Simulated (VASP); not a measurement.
A run of VASP 6.6.1 is set up as follows.

Contents of INCAR:

```
SYSTEM = CuI
PREC     = Accurate       ! precision mode
ENCUT    = 520            ! plane-wave cutoff, eV
EDIFF    = 1E-6           ! SCF threshold, eV
ISMEAR   = -1             ! smearing method
SIGMA    = 0.05           ! smearing width, eV
LREAL    = .FALSE.        ! projectors in reciprocal space
LASPH    = .TRUE.         ! aspherical terms in the spheres
NELM     = 150            ! most SCF steps
ALGO     = Normal         ! electronic algorithm
ISIF     = 2              ! what is computed and relaxed
LWAVE    = .FALSE.        ! write WAVECAR
LCHARG   = .FALSE.        ! write CHGCAR
MAGMOM   = 0 0 0 0 0 0    ! initial moments
LORBIT   = 11             ! projections on sites
LSORBIT  = .TRUE.         ! spin-orbit coupling
GGA_COMPAT= .FALSE.      
LORBMOM  = .TRUE.       
LMAXMIX  = 4              ! l up to which the mixer works
GGA      = PE             ! functional
NBANDS   = 30             ! bands
```

KPOINTS

```
regular mesh
0
G
  12 12 12
  0 0 0
```

File POSCAR:

```
CuI
1.0
    0.0000000000      3.0395164954      3.0395164954
    3.0395164954      0.0000000000      3.0395164954
    3.0395164954      3.0395164954      0.0000000000
Cu I
1 1
Direct
    0.0000000000      0.0000000000      0.0000000000
    0.2500000000      0.2500000000      0.2500000000
```

Potentials or basis: VASP PAW PBE potentials, release 64 (Cu, I).

Launch:

```console
$ cat potpaw_PBE.64/Cu/POTCAR potpaw_PBE.64/I/POTCAR > POTCAR
$ mpirun -np 1 vasp_ncl > vasp.out
```

(1) Estimate the pressure.

(2) Estimate the net moment.

Results:

(1) 0.4 GPa.

(2) 0.00 μB per cell.
